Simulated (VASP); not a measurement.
# MnS (Fm-3m) in VASP: further runs

Runs on MnS. Level: PBE. Tasks: single point.

Everything below comes from runs of VASP 6.6.1. Logs are shortened: lines on timing, memory, paths and dates and some standing lists are left out, and cuts for length are marked.

## 1. The cell of the first run

Symmetry: Fm-3m, No. 225, cubic system. The conventional cell has a = 5.224 Å, b = 5.224 Å, c = 5.224 Å, α = 90.00°, β = 90.00°, γ = 90.00°. Within 3.4 Å of Mn (site symmetry m-3m) lie 6 S at 2.61 Å. Within 3.4 Å of S (site symmetry m-3m) lie 6 Mn at 2.61 Å.

## 2. Single point, PBE, collinear spin, ferromagnetic start

INCAR reads:

```
  PREC = Accurate
  ENCUT = 520
  EDIFF = 1E-7
  ISMEAR = 0
  SIGMA = 0.05
  LREAL = False
  LASPH = True
  NELM = 150
  ALGO = Normal
  ISIF = 2
  LWAVE = False
  LCHARG = True
  ISPIN = 2
  MAGMOM = 4.68 0
  LORBIT = 11
  LMAXMIX = 4
  GGA = PE
  LELF = True
  LVHAR = True
  NBANDS = 20
```

KPOINTS reads:

```
regular mesh
0
Gamma
  10 10 10
```

POSCAR reads:

```
MnS
1.0
    0.0000000000      2.6122498864      2.6122498864
    2.6122498864      0.0000000000      2.6122498864
    2.6122498864      2.6122498864      0.0000000000
Mn S
1 1
Direct
    0.0000000000      0.0000000000      0.0000000000
    0.5000000000      0.5000000000      0.5000000000
```

Potentials or basis: VASP PAW PBE potentials, release 64 (Mn_pv, S).

The run is started by

```
cat potpaw_PBE.64/Mn_pv/POTCAR potpaw_PBE.64/S/POTCAR > POTCAR
mpirun -np 1 vasp_std > vasp.out
```

OUTCAR:

```text
PREC = Accurate
   ENCUT = 520
   EDIFF = 1E-7
   ISMEAR = 0
   LREAL = False
   LASPH = True
   NELM = 150
   ISIF = 2
   ISPIN = 2
   LORBIT = 11
   GGA = PE

 ion  position               nearest neighbor table
   1  0.000  0.000  0.000-   2 2.61   2 2.61   2 2.61   2 2.61   2 2.61   2 2.61
   2  0.500  0.500  0.500-   1 2.61   1 2.61   1 2.61   1 2.61   1 2.61   1 2.61

  LATTYP: Found a face centered cubic cell.
 ALAT       =     5.2244997728

  Lattice vectors:

 A1 = (   0.0000000000,   2.6122498864,   2.6122498864)
 A2 = (   2.6122498864,   0.0000000000,   2.6122498864)
 A3 = (   2.6122498864,   2.6122498864,   0.0000000000)

Analysis of symmetry for initial positions (statically):
=====================================================================
 Subroutine PRICEL returns:
 Original cell was already a primitive cell.

 Routine SETGRP: Setting up the symmetry group for a
 face centered cubic supercell.

 Subroutine GETGRP returns: Found 48 space group operations
 (whereof 48 operations were pure point group operations)
 out of a pool of 48 trial point group operations.

The static configuration has the point symmetry O_h .

Analysis of symmetry for dynamics (positions and initial velocities):
=====================================================================
 Subroutine PRICEL returns:
 Original cell was already a primitive cell.

 Routine SETGRP: Setting up the symmetry group for a
 face centered cubic supercell.

 Subroutine GETGRP returns: Found 48 space group operations
 (whereof 48 operations were pure point group operations)
 out of a pool of 48 trial point group operations.

The dynamic configuration has the point symmetry O_h .

Analysis of structural, dynamic, and magnetic symmetry:
=====================================================================
 Subroutine PRICEL returns:
 Original cell was already a primitive cell.

 Routine SETGRP: Setting up the symmetry group for a
 face centered cubic supercell.

 Subroutine GETGRP returns: Found 48 space group operations
 (whereof 48 operations were pure point group operations)
 out of a pool of 48 trial point group operations.

The overall configuration has the point symmetry O_h .

 Subroutine INISYM returns: Found 48 space group operations
 (whereof 48 operations are pure point group operations),
 and found     1 'primitive' translations

----------------------------------------------------------------------------------------

                                     Primitive cell

  volume of cell :      35.6512
[... 112 lines left out ...]
  Thomas-Fermi vector in A             =   2.456619
   LORBIT       =     11    0 simple, 1 ext, 2 COOP (PROOUT), +10 PAW based schemes
   GGA     = PE    functional components
   LHFCALC =     F    Hartree Fock is set to
   AEXX    =    0.0000 exact exchange contribution
   IVDW    =     0    specifies the selected vdW correction
   LEPSILON=     F    determine dielectric tensor
   LRPA    =     F    only Hartree local field effects (RPA)
 spin polarized calculation
 Gauss-broadening in eV      SIGMA  =   0.05
  energy-cutoff  :      520.00
  volume of cell :       35.65
 maximum number of plane-waves:       982
   NGX = 13   NGY = 13   NGZ = 13

 number of electron      18.9999987 magnetization       4.7575506

 Free energy of the ion-electron system (eV)
  ---------------------------------------------------
  ext. energy  EPLUGINS =         0.00000000
  ---------------------------------------------------
  free energy    TOTEN  =       -14.06079096 eV

  energy without entropy =      -14.05996111  energy(sigma->0) =      -14.06037603

 E-fermi :   6.5343     XC(G=0): -10.5958

 val. band max:        6.5244332109   @ k =   0.3000   0.2000   0.0000
 cond. band min:       6.5384988970   @ k =   0.5000   0.1000   0.0000
 fundamental gap:      0.0140656861
 Fermi energy:         6.5342976714

 spin component 1

 k-point     1 :       0.0000    0.0000    0.0000
  band No.  band energies     occupation
      1     -44.1779      1.00000
      2     -44.1779      1.00000
      3     -44.1779      1.00000
      4      -7.9737      1.00000
      5       3.1518      1.00000
      6       3.1518      1.00000
[... 541 lines left out ...]
     19      22.0270      0.00000
     20      22.4859      0.00000

 [... further k-points ...]

 spin component 2

 k-point     1 :       0.0000    0.0000    0.0000
  band No.  band energies     occupation
      1     -39.6138      1.00000
      2     -39.6138      1.00000
      3     -39.6138      1.00000
      4      -7.6720      1.00000
      5       4.9070      1.00000
      6       4.9070      1.00000
[... 541 lines left out ...]
     19      22.8779      0.00000
     20      23.3647      0.00000

 [... further k-points ...]

------------------------ aborting loop because EDIFF is reached ----------------------------------------

  FORCE on cell =-STRESS in cart. coord.  units (eV):
  Direction    XX          YY          ZZ          XY          YZ          ZX
  --------------------------------------------------------------------------------------
  -------------------------------------------------------------------------------------
  Total       -0.6881362     -0.6881362     -0.6881362      0.0000000      0.0000000      0.0000000
  in kB      -30.9250790    -30.9250790    -30.9250790      0.0000000      0.0000000      0.0000000
  external PRESSURE =     -30.9250790 kB  Pullay stress =       0.0000000 kB

 VOLUME and BASIS-vectors are now :
 -----------------------------------------------------------------------------
  energy-cutoff  :      520.00
  volume of cell :       35.65
      direct lattice vectors                 reciprocal lattice vectors
     0.000000000  2.612249886  2.612249886    -0.191405884  0.191405884  0.191405884
     2.612249886  0.000000000  2.612249886     0.191405884 -0.191405884  0.191405884
     2.612249886  2.612249886  0.000000000     0.191405884  0.191405884 -0.191405884

 POSITION                                       TOTAL-FORCE (eV/Angst)
 -----------------------------------------------------------------------------------
      0.00000      0.00000      0.00000         0.000000     -0.000000      0.000000
      2.61225      2.61225      2.61225         0.000000      0.000000     -0.000000
 -----------------------------------------------------------------------------------
    total drift:                               -0.000000      0.000000      0.000000

  FREE ENERGIE OF THE ION-ELECTRON SYSTEM (eV)
  ---------------------------------------------------
  free  energy   TOTEN  =       -14.0607909568 eV

  energy  without entropy=      -14.0599611131  energy(sigma->0) =      -14.06037603

 total charge

# of ion       s       p       d       tot
------------------------------------------
    1        0.213   6.160   4.923  11.296
    2        1.327   2.400   0.000   3.728
--------------------------------------------------
tot          1.540   8.560   4.923  15.024

 magnetization (x)

# of ion       s       p       d       tot
------------------------------------------
    1        0.052   0.039   4.197   4.287
    2        0.027   0.085   0.000   0.112
--------------------------------------------------
tot          0.078   0.124   4.197   4.399
```

It took 1.7 min on 1 thread of Oxide Virtual Turin-like, shared host; peak memory 0.17 GiB.

Results:

| Quantity | Value |
| --- | --- |
| Free energy | -14.0608 eV |
| Pressure | -3.1 GPa |
| Net moment | 4.76 μB per cell |
| Site moments | Mn +4.29; S +0.11 μB |
| Valence electrons inside the program's atomic spheres | Mn 11.30; S 3.73 |

Caveat: a cell with one magnetic atom can't hold antiferromagnetic order, which such compounds often take; semilocal functionals often make such compounds metallic where correlation or magnetic order opens a gap, which also shifts bond lengths. With open d or f shells a metallic result of PBE can be an artefact of self-interaction; +U or a hybrid may open a gap.

## 3. Single point, PBE, collinear spin, ferromagnetic start

INCAR reads:

```
PREC = Accurate
ENCUT = 520
EDIFF = 1E-7
ISMEAR = 0
SIGMA = 0.05
LREAL = F
LASPH = T
NELM = 150
ALGO = Normal
ISIF = 2
LWAVE = F
LCHARG = F
ISPIN = 2
MAGMOM = 5 0
LORBIT = 11
LMAXMIX = 4
GGA = PE
NBANDS = 20
```

KPOINTS reads:

```
regular mesh
0
Gamma
  12 12 12
```

POSCAR is that of step 2.

Potentials or basis: VASP PAW PBE potentials, release 64 (Mn_pv, S).

The run is started by

```
cat potpaw_PBE.64/Mn_pv/POTCAR potpaw_PBE.64/S/POTCAR > POTCAR
mpirun -np 1 vasp_std > vasp.out
```

Run time: 2.5 min. Hardware: 1 thread of Oxide Virtual Turin-like, shared host; peak memory 0.19 GiB.

The run converged. Its results:

| Quantity | Value |
| --- | --- |
| Free energy | -14.0567 eV |
| Pressure | -2.9 GPa |
| Net moment | 4.77 μB per cell |
| Site moments | Mn +4.30; S +0.12 μB |
| Valence electrons inside the program's atomic spheres | Mn 11.29; S 3.73 |

Levels at points of the mesh, in eV from the Fermi level:
Spin up:
```tsv
k point	band 8	band 9	band 10	band 11	band 12	band 13	band 14	band 15	band 16	band 17
(0.00, 0.00, 0.00)	-3.29	-3.29	-1.85	-1.85	-1.85	1.65	8.58	8.58	8.58	10.61
(0.50, 0.00, 0.00)	-2.89	-2.89	-2.52	0.36	0.36	2.82	5.38	5.38	8.38	12.17
(0.50, 0.50, 0.00)	-3.44	-3.05	-2.76	-2.76	-2.29	0.83	5.45	10.07	11.84	11.84
```
Spin down:
```
           k point  band 3  band 4  band 5  band 6  band 7  band 8  band 9  band 10  band 11  band 12
(0.00, 0.00, 0.00)  -46.15  -14.20   -1.62   -1.62   -1.62    0.35    0.35     0.35     0.38     0.38
(0.50, 0.00, 0.00)  -46.15  -12.95   -6.29   -3.30   -3.30    1.29    1.29     1.48     3.16     3.16
(0.50, 0.50, 0.00)  -46.15  -12.79   -5.48   -3.12   -3.12   -0.74    0.80     1.53     1.53     1.63
```

Caveat: a cell with one magnetic atom can't hold antiferromagnetic order, which such compounds often take; semilocal functionals often make such compounds metallic where correlation or magnetic order opens a gap, which also shifts bond lengths.
